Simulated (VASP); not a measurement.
The system is AlFe3.

```
CELL_PARAMETERS angstrom
4.08304 0.00000 0.00000
2.04152 3.53601 0.00000
2.04152 1.17867 3.33378
ATOMIC_POSITIONS crystal
Al 0.00000 0.00000 0.00000
Fe 0.50000 0.50000 0.50000
Fe 0.25000 0.25000 0.25000
Fe 0.75000 0.75000 0.75000
```

```yaml
Program: VASP 6.6.1
Task: relaxation of volume and atoms at fixed shape
Functional: LDA
Potentials_or_basis: VASP PAW LDA potentials, release 64 (Al, Fe)
Cutoff: 600 eV
k_mesh: 7 × 7 × 7
Occupations: fermi-dirac, width 0.05 eV
Spin: collinear spin, ferromagnetic start
Starting_moments: "[0.0, 3.5, 3.5, 3.5] μB"
```

At the start: pressure -17.2 GPa; volume 12.03 Å³/atom.

Task: Where does the relaxation end?

Result: Over 4 steps the energy falls by 79.4 meV/atom and the volume is 10.60 Å³/atom (-11.9 %); space group Fm-3m (No. 225, to 0.05 Å); moment 3.16 μB per cell.

Step by step:
| step | energy change (eV) | largest force (eV/Å) | pressure (GPa) | volume (Å³) |
| --- | --- | --- | --- | --- |
| 1 | 0.0000 | 0.0000 | -17.23 | 48.13 |
| 2 | -0.1710 | 0.0000 | 18.41 | 39.67 |
| 3 | -0.3152 | 0.0000 | -2.13 | 42.76 |
| 4 | -0.3176 | 0.0000 | -0.19 | 42.41 |

Final structure:
```
Al Fe
1.0
     3.91435    0.00000    0.00000
     1.95717    3.38993    0.00000
     1.95717    1.12998    3.19605
Al Fe
1 3
Direct
  0.00000 0.00000 0.00000
  0.50000 0.50000 0.50000
  0.25000 0.25000 0.25000
  0.75000 0.75000 0.75000
```
